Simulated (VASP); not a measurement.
# Y (Fm-3m) in VASP: a series of runs

Y is run at these levels: r2SCAN; tasks: single point, relaxation of cell and atoms.

Program: VASP 6.6.1. These are calculated values, not measurements. Logs are shortened: lines on timing, memory, paths and dates and some standing lists are left out, and cuts for length are marked.

## Step 1: The cell of the first run

It takes space group Fm-3m (No. 225, cubic). Conventional cell: a = 5.101 Å, b = 5.101 Å, c = 5.101 Å, α = 90.00°, β = 90.00°, γ = 90.00°. Within 4.7 Å of Y (site symmetry m-3m) lie 12 Y at 3.61 Å.

## Step 2: Single point, r2SCAN

POSCAR

```
Y
1.0
    0.0000000000      2.5504522892      2.5504522892
    2.5504522892      0.0000000000      2.5504522892
    2.5504522892      2.5504522892      0.0000000000
Y
1
Direct
    0.0000000000      0.0000000000      0.0000000000
```

INCAR.step1

```
SYSTEM = Y
  PREC = Accurate
  ENCUT = 520
  ISMEAR = 0
  SIGMA = 0.1
  LREAL = .False.
  LASPH = .True.
  NELM = 100
  NBANDS = 12
  GGA = PE
  ALGO = Normal
  EDIFF = 1E-4
  LWAVE = .True.
  LCHARG = .False.
```

INCAR.step2

```
SYSTEM = Y
  PREC = Accurate
  ENCUT = 520
  EDIFF = 1E-6
  ISMEAR = 0
  SIGMA = 0.1
  LREAL = .False.
  LASPH = .True.
  NELM = 100
  ALGO = Normal
  ISIF = 2
  LWAVE = .False.
  LCHARG = .False.
  METAGGA = R2SCAN
  LMIXTAU = .True.
  NBANDS = 12
  ISTART = 1
```

KPOINTS

```
regular mesh
0
Gamma
  14 14 14
  0 0 0
```

Potentials or basis: VASP PAW PBE potentials, release 64 (Y_sv).

Run with:

```console
$ cat potpaw_PBE.64/Y_sv/POTCAR > POTCAR
$ cp INCAR.step1 INCAR
$ mpirun -np 1 vasp_std > vasp.out
$ cp INCAR.step2 INCAR
$ mpirun -np 1 vasp_std > vasp.out
```

OUTCAR:

```text
SYSTEM = Y
   PREC = Accurate
   ENCUT = 520
   EDIFF = 1E-6
   ISMEAR = 0
   LREAL = .False.
   LASPH = .True.
   NELM = 100
   ISIF = 2
   METAGGA = R2SCAN
   ISTART = 1

 ion  position               nearest neighbor table
   1  0.000  0.000  0.000-

  LATTYP: Found a face centered cubic cell.
 ALAT       =     5.1009045784

  Lattice vectors:

 A1 = (   0.0000000000,   2.5504522892,   2.5504522892)
 A2 = (   2.5504522892,   0.0000000000,   2.5504522892)
 A3 = (   2.5504522892,   2.5504522892,   0.0000000000)

Analysis of symmetry for initial positions (statically):
=====================================================================
 Subroutine PRICEL returns:
 Original cell was already a primitive cell.

 Routine SETGRP: Setting up the symmetry group for a
 face centered cubic supercell.

 Subroutine GETGRP returns: Found 48 space group operations
 (whereof 48 operations were pure point group operations)
 out of a pool of 48 trial point group operations.

The static configuration has the point symmetry O_h .

Analysis of symmetry for dynamics (positions and initial velocities):
=====================================================================
 Subroutine PRICEL returns:
 Original cell was already a primitive cell.

 Routine SETGRP: Setting up the symmetry group for a
 face centered cubic supercell.

 Subroutine GETGRP returns: Found 48 space group operations
 (whereof 48 operations were pure point group operations)
 out of a pool of 48 trial point group operations.

The dynamic configuration has the point symmetry O_h .

 Subroutine INISYM returns: Found 48 space group operations
 (whereof 48 operations are pure point group operations),
 and found     1 'primitive' translations

----------------------------------------------------------------------------------------

                                     Primitive cell

  volume of cell :      33.1804

  direct lattice vectors                    reciprocal lattice vectors
     0.000000000  2.550452289  2.550452289    -0.196043659  0.196043659  0.196043659
     2.550452289  0.000000000  2.550452289     0.196043659 -0.196043659  0.196043659
     2.550452289  2.550452289  0.000000000     0.196043659  0.196043659 -0.196043659

  length of vectors
     3.606884218  3.606884218  3.606884218     0.339557579  0.339557579  0.339557579

  position of ions in fractional coordinates (direct lattice)
     0.000000000  0.000000000  0.000000000

  ion indices of the primitive-cell ions
   primitive index   ion index
                 1           1

----------------------------------------------------------------------------------------

 KPOINTS: regular mesh

Automatic generation of k-mesh.
 Grid dimensions read from file:
 generate k-points for:   14   14   14

 Generating k-lattice:

  Cartesian coordinates                     Fractional coordinates (reciprocal lattice)
    -0.014003119  0.014003119  0.014003119     0.071428571  0.000000000  0.000000000
     0.014003119 -0.014003119  0.014003119     0.000000000  0.071428571  0.000000000
     0.014003119  0.014003119 -0.014003119     0.000000000  0.000000000  0.071428571

  Length of vectors
     0.024254113  0.024254113  0.024254113

  Shift w.r.t. Gamma in fractional coordinates (k-lattice)
     0.000000000  0.000000000  0.000000000

 Subroutine IBZKPT returns following result:
 ===========================================

 Found    104 irreducible k-points:

 Following reciprocal coordinates:
            Coordinates               Weight
  0.000000  0.000000  0.000000      1.000000
  0.071429  0.000000  0.000000      8.000000
  0.142857  0.000000  0.000000      8.000000
  0.214286  0.000000  0.000000      8.000000
  0.285714  0.000000  0.000000      8.000000
  0.357143  0.000000  0.000000      8.000000
[... 16 lines left out ...]
  0.214286  0.142857  0.000000     24.000000
  0.285714  0.142857  0.000000     24.000000
 [... further k-points ...]
   k-points           NKPTS =    104   k-points in BZ     NKDIM =    104   number of bands    NBANDS=     12
   number of dos      NEDOS =    301   number of ions     NIONS =      1
   total plane-waves  NPLWV =  21952
   dimension x,y,z NGX =    28 NGY =   28 NGZ =   28
   dimension x,y,z NGXF=    56 NGYF=   56 NGZF=   56
   ions per type =               1
   NGX,Y,Z   is equivalent  to a cutoff of  12.91, 12.91, 12.91 a.u.
   NGXF,Y,Z  is equivalent  to a cutoff of  25.81, 25.81, 25.81 a.u.
 SYSTEM =  Y
   PREC   = accura    normal or accurate (medium, high low for compatibility)
   ISTART =      1    job   : 0-new  1-cont  2-samecut
   ICHARG =      0    charge: 1-file 2-atom 10-const
   ISPIN  =      1    spin polarized calculation?
   LNONCOLLINEAR =      F non collinear calculations
   LSORBIT =      F    spin-orbit coupling
   LASPH  =      T    aspherical Exc in radial PAW
   ENCUT  =  520.0 eV  38.22 Ry    6.18 a.u.   6.71  6.71  6.71*2*pi/ulx,y,z
   NELM   =    100;   NELMIN=  2; NELMDL=  0     # of ELM steps
   EDIFF  = 0.1E-05   stopping-criterion for ELM
   LREAL  =      F    real-space projection
   EDIFFG = 0.1E-04   stopping-criterion for IOM
   NSW    =      0    number of steps for IOM
   IBRION =     -1    ionic relax: 0-MD 1-quasi-New 2-CG
   NFREE  =      0    steps in history (QN), initial steepest desc. (CG)
   ISIF   =      2    stress and relaxation
   ISYM   =      2    0-nonsym 1-usesym 2-fastsym
   POTIM  = 0.5000    time-step for ionic-motion
   TEBEG  =    0.0;   TEEND  =   0.0 temperature during run
   PSTRESS=    0.0 pullay stress
   NELECT =      11.0000    total number of electrons
   NUPDOWN=      -1.0000    fix difference up-down
   EMIN   =  10.00;   EMAX   =-10.00  energy-range for DOS
   EFERMI =   0.00;   METHOD = LEGACY
   ISMEAR =     0;   SIGMA  =   0.10  broadening in eV -4-tet -1-fermi 0-gaus
   EFERMI_NEDOS =   21; number of points for ismear=-14 and -15
   IALGO  =     38    algorithm
   IMIX   =      4    mixing-type and parameters
     AMIX     =   0.40;   BMIX     =  1.00
     AMIX_MAG =   1.60;   BMIX_MAG =  1.00
  volume/ion in A,a.u.               =      33.18       223.91
  Fermi-wavevector in a.u.,A,eV,Ry     =   1.133040  2.141135 17.466878  1.283779
  Thomas-Fermi vector in A             =   2.269742
   LORBIT       =      0    0 simple, 1 ext, 2 COOP (PROOUT), +10 PAW based schemes
   METAGGA = R2SCAN    functional components
   LHFCALC =     F    Hartree Fock is set to
   AEXX    =    0.0000 exact exchange contribution
   IVDW    =     0    specifies the selected vdW correction
   LEPSILON=     F    determine dielectric tensor
   LRPA    =     F    only Hartree local field effects (RPA)
 non-spin polarized calculation
 Gauss-broadening in eV      SIGMA  =   0.10
  energy-cutoff  :      520.00
  volume of cell :       33.18
 maximum number of plane-waves:       911
   NGX = 13   NGY = 13   NGZ = 13

 number of electron      11.0000001 magnetization

 Free energy of the ion-electron system (eV)
  ---------------------------------------------------
  ext. energy  EPLUGINS =         0.00000000
  ---------------------------------------------------
  free energy    TOTEN  =       -20.22697430 eV

  energy without entropy =      -20.21924989  energy(sigma->0) =      -20.22311209

 E-fermi :   3.0523     XC(G=0): -10.0364

 val. band max:        3.0412228681   @ k =  -0.3571   0.2143   0.0000
 cond. band min:       3.0668072802   @ k =   0.2857   0.2857   0.0000
 fundamental gap:      0.0255844121
 Fermi energy:         3.0523399714

 k-point     1 :       0.0000    0.0000    0.0000
  band No.  band energies     occupation
      1     -41.1850      2.00000
      2     -20.2305      2.00000
      3     -20.2305      2.00000
      4     -20.2305      2.00000
      5      -1.9290      2.00000
      6       5.0723      0.00000
      7       5.0723      0.00000
      8       5.0723      0.00000
      9       7.1634      0.00000
     10       7.1634      0.00000
     11      12.3105      0.00000
     12      15.7848      0.00000

 k-point     2 :       0.0714    0.0000    0.0000
  band No.  band energies     occupation
      1     -41.1818      2.00000
      2     -20.2597      2.00000
      3     -20.2341      2.00000
      4     -20.2341      2.00000
      5      -1.7996      2.00000
      6       4.9113      0.00000
      7       5.1331      0.00000
      8       5.1331      0.00000
      9       7.0915      0.00000
     10       7.0915      0.00000
     11      12.6189      0.00000
     12      15.1609      0.00000

 k-point     3 :       0.1429    0.0000    0.0000
  band No.  band energies     occupation
      1     -41.1728      2.00000
      2     -20.3406      2.00000
      3     -20.2442      2.00000
      4     -20.2442      2.00000
      5      -1.4263      2.00000
      6       4.5184      0.00000
      7       5.2731      0.00000
      8       5.2731      0.00000
      9       6.9581      0.00000
     10       6.9581      0.00000
     11      13.3117      0.00000
     12      14.2148      0.00000
[... 286 lines left out ...]
 k-point    23 :       0.2143    0.1429    0.0000
  band No.  band energies     occupation
      1     -41.1589      2.00000
      2     -20.4121      2.00000
      3     -20.2867      2.00000
      4     -20.2823      2.00000
      5      -0.8403      2.00000
      6       3.9482      0.00000
      7       5.4559      0.00000
      8       5.6337      0.00000
      9       6.0618      0.00000
     10       7.5110      0.00000
     11      14.3542      0.00000
     12      14.6913      0.00000

 k-point    24 :       0.2857    0.1429    0.0000
  band No.  band energies     occupation
      1     -41.1462      2.00000
      2     -20.5136      2.00000
      3     -20.3050      2.00000
      4     -20.2995      2.00000
      5      -0.2513      2.00000
      6       3.6086      0.00000
      7       5.0499      0.00000
      8       5.7033      0.00000
      9       6.5034      0.00000
     10       7.7493      0.00000
     11      13.5051      0.00000
     12      15.2694      0.00000

 [... further k-points ...]

------------------------ aborting loop because EDIFF is reached ----------------------------------------

  FORCE on cell =-STRESS in cart. coord.  units (eV):
  Direction    XX          YY          ZZ          XY          YZ          ZX
  --------------------------------------------------------------------------------------
  -------------------------------------------------------------------------------------
  Total        0.0238111      0.0238111      0.0238111      0.0000000     -0.0000000     -0.0000000
  in kB        1.1497629      1.1497629      1.1497629      0.0000000     -0.0000000     -0.0000000
  external PRESSURE =       1.1497629 kB  Pullay stress =       0.0000000 kB

 VOLUME and BASIS-vectors are now :
 -----------------------------------------------------------------------------
  energy-cutoff  :      520.00
  volume of cell :       33.18
      direct lattice vectors                 reciprocal lattice vectors
     0.000000000  2.550452289  2.550452289    -0.196043659  0.196043659  0.196043659
     2.550452289  0.000000000  2.550452289     0.196043659 -0.196043659  0.196043659
     2.550452289  2.550452289  0.000000000     0.196043659  0.196043659 -0.196043659

 POSITION                                       TOTAL-FORCE (eV/Angst)
 -----------------------------------------------------------------------------------
      0.00000      0.00000      0.00000         0.000000      0.000000      0.000000
 -----------------------------------------------------------------------------------
    total drift:                               -0.000000     -0.000000     -0.000000

  FREE ENERGIE OF THE ION-ELECTRON SYSTEM (eV)
  ---------------------------------------------------
  free  energy   TOTEN  =       -20.2269742961 eV

  energy  without entropy=      -20.2192498877  energy(sigma->0) =      -20.22311209
```

Run time: 72 s. Hardware: 1 thread of Intel Xeon 6975P-C (Granite Rapids), shared host; peak memory 0.21 GiB.

Results:

```yaml
Free_energy: -20.2270 eV
Pressure: 0.1 GPa
```

Caveat: the PAW data sets were made with another functional, which shifts forces and pressure a little.

## Step 3: Relaxation of cell and atoms, r2SCAN

This run uses another cell than the first one, of 30.69 Å³/atom, 0.925 times its volume.

POSCAR

```
Y
1.0
    0.0000000000      2.4850000000      2.4850000000
    2.4850000000      0.0000000000      2.4850000000
    2.4850000000      2.4850000000      0.0000000000
Y
1
Direct
    0.0000000000      0.0000000000      0.0000000000
```

INCAR.step1

```
SYSTEM = Y
PREC     = Accurate       ! precision mode
ENCUT    = 600            ! plane-wave cutoff, eV
ISMEAR   = 0              ! smearing method
SIGMA    = 0.1            ! smearing width, eV
LREAL    = .False.        ! projectors in reciprocal space
LASPH    = .True.         ! aspherical terms in the spheres
NELM     = 100            ! most SCF steps
GGA      = PE             ! functional
ALGO     = Normal         ! electronic algorithm
EDIFF    = 1E-4           ! SCF threshold, eV
LWAVE    = .True.         ! write WAVECAR
LCHARG   = .False.        ! write CHGCAR
```

INCAR.step2

```
SYSTEM = Y
PREC     = Accurate       ! precision mode
ENCUT    = 600            ! plane-wave cutoff, eV
EDIFF    = 1E-7           ! SCF threshold, eV
ISMEAR   = 0              ! smearing method
SIGMA    = 0.1            ! smearing width, eV
LREAL    = .False.        ! projectors in reciprocal space
LASPH    = .True.         ! aspherical terms in the spheres
NELM     = 100            ! most SCF steps
ALGO     = Normal         ! electronic algorithm
ISIF     = 3              ! what is computed and relaxed
LWAVE    = .False.        ! write WAVECAR
LCHARG   = .False.        ! write CHGCAR
METAGGA  = R2SCAN         ! meta-GGA
LMIXTAU  = .True.       
IBRION   = 2              ! ionic algorithm
NSW      = 100            ! ionic steps
EDIFFG   = -0.005         ! ionic threshold
ISTART   = 1
```

KPOINTS is that of step 2.

Potentials or basis: VASP PAW PBE potentials, release 64 (Y_sv).

Run with:

```console
$ cat potpaw_PBE.64/Y_sv/POTCAR > POTCAR
$ cp INCAR.step1 INCAR
$ mpirun -np 1 vasp_std > vasp.out
$ cp INCAR.step2 INCAR
$ mpirun -np 1 vasp_std > vasp.out
```

Wall time 3.9 min (1 thread of Intel Xeon 6975P-C (Granite Rapids), shared host); peak memory 0.22 GiB.

The run converged. Its results:

| Quantity | Value |
| --- | --- |
| Free energy | -20.2271 eV |
| Relaxed volume | 33.25 Å³/atom |
| Relaxed cell | a = 3.609 Å, b = 3.609 Å, c = 3.609 Å, α = 60.00°, β = 60.00°, γ = 60.00° |
| Space group after relaxing (to 0.05 Å) | Fm-3m (No. 225) |
| Energy gained by relaxing | 25.9 meV/atom |
| Ionic steps | 3 |
| Pressure after relaxing | 0.0 GPa |

The path:
```csv
step,energy change (eV),largest force (eV/Å),pressure (GPa),volume (Å³)
1,0.0000,0.0000,3.42,30.69
2,-0.0252,0.0000,-0.48,33.69
3,-0.0259,0.0000,0.01,33.25
```

Final structure:
```
CELL_PARAMETERS angstrom
0.00000 2.55215 2.55215
2.55215 0.00000 2.55215
2.55215 2.55215 0.00000
ATOMIC_POSITIONS crystal
Y 0.00000 0.00000 0.00000
```

Levels at points of the mesh, in eV from the Fermi level:
```csv
k point,band 1,band 2,band 3,band 4,band 5,band 6,band 7,band 8,band 9
"(0.00, 0.00, 0.00)",-44.24,-23.29,-23.29,-23.29,-4.98,2.02,2.02,2.02,4.10
"(0.50, 0.00, 0.00)",-44.18,-23.85,-23.36,-23.36,-1.99,0.37,1.84,1.84,5.53
"(0.50, 0.50, 0.00)",-44.16,-23.81,-23.49,-23.49,-1.76,-0.81,1.92,5.56,5.92
```

Caveat: the PAW data sets were made with another functional, which shifts forces and pressure a little.

[end of part 1 of 2]
